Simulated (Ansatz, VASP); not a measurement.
# Al in VASP and in Ansatz

File INCAR:

```
SYSTEM = Al
  ALGO = Fast
  EDIFF = 1E-6
  ENCUT = 520
  GGA = PS
  ISIF = 2
  ISMEAR = 0
  LASPH = .True.
  LCHARG = .True.
  LELF = .True.
  LREAL = .False.
  LVHAR = .True.
  LWAVE = .False.
  NBANDS = 22
  NELM = 80
  PREC = Accurate
  SIGMA = 0.15
```

KPOINTS

```
k-points
0
Gamma
  10 10 10
  0 0 0
```

The input POSCAR:

```
Al
1.0
   -3.9426761176      3.9920368453     -0.0082726528
   -3.9348679427     -0.0004644779      4.0823916335
    0.0629634932      4.0467276857      4.1448906489
Al
8
Direct
   -0.0670885375      0.1341645374     -0.0267123913
    0.4052617425     -0.0027692068      0.0072199378
    0.0074898666      0.4938504516      0.0064241862
    0.0330964990     -0.0524623529      0.4874570403
    0.3900328743      0.5368713448      0.0040982192
    0.5150114038     -0.0551427147      0.5589512100
    0.1394743760      0.3861710943      0.5039013403
    0.5767217753      0.5593168462      0.4586604576
```

Input for Ansatz:

```yaml
crystal:
  lattice:
    - [-3.9426761176, 3.9920368453, -0.0082726528]
    - [-3.9348679427, -0.0004644779, 4.0823916335]
    - [0.0629634932, 4.0467276857, 4.1448906489]
  atoms:
    - { symbol: Al, position: [-0.0670885375, 0.1341645374, -0.0267123913] }
    - { symbol: Al, position: [0.4052617425, -0.0027692068, 0.0072199378] }
    - { symbol: Al, position: [0.0074898666, 0.4938504516, 0.0064241862] }
    - { symbol: Al, position: [0.033096499, -0.0524623529, 0.4874570403] }
    - { symbol: Al, position: [0.3900328743, 0.5368713448, 0.0040982192] }
    - { symbol: Al, position: [0.5150114038, -0.0551427147, 0.55895121] }
    - { symbol: Al, position: [0.139474376, 0.3861710943, 0.5039013403] }
    - { symbol: Al, position: [0.5767217753, 0.5593168462, 0.4586604576] }
basis:
  ecutwfc: 420
kpoints:
  mp_grid: { grid: [10, 10, 10] }
hamiltonian:
  xc: pbesol
scf:
  occupations: { method: gaussian, width: 0.15 }
output:
  forces: true
  stress: true
  eigenvalues: true
```

Change from the starting cell: all atoms moved at random (sigma 0.3 Å a component), cell strained at random (sigma 0.01).

Alike in both runs: task single point; functional PBEsol; k mesh 10 × 10 × 10; occupations gaussian, width 0.15 eV; no spin polarisation.

|  | VASP | Ansatz |
| --- | --- | --- |
| version | VASP 6.6.1 | Ansatz 0.2.0 |
| potentials or method | VASP PAW PBE potentials, release 64 (Al), cutoff 520 eV | scalar-relativistic, plane waves, PAW |
| valence electrons in the cell | 24 | 24 |

|  | VASP | Ansatz | Ansatz less VASP |
| --- | --- | --- | --- |
| gap on the k mesh at the Fermi level (eV) | none | none | - |
| pressure (GPa) | 13.5 | 13.4 | -0.13 |
| traceless stress, the component that is largest in VASP (GPa) | 4.01 | 3.99 | -0.019 |
| rms of the force components (eV/Å) | 1.581 | 1.572 | -0.0087 |

VASP's potentials were made for PBE, not for PBEsol. Atom by atom the forces differ by 0.009 eV/Å (rms over components). A gap of «none» marks a metal or a gap that the smearing closes. With one functional, cell and mesh, what is left measures potentials, basis and numerics.
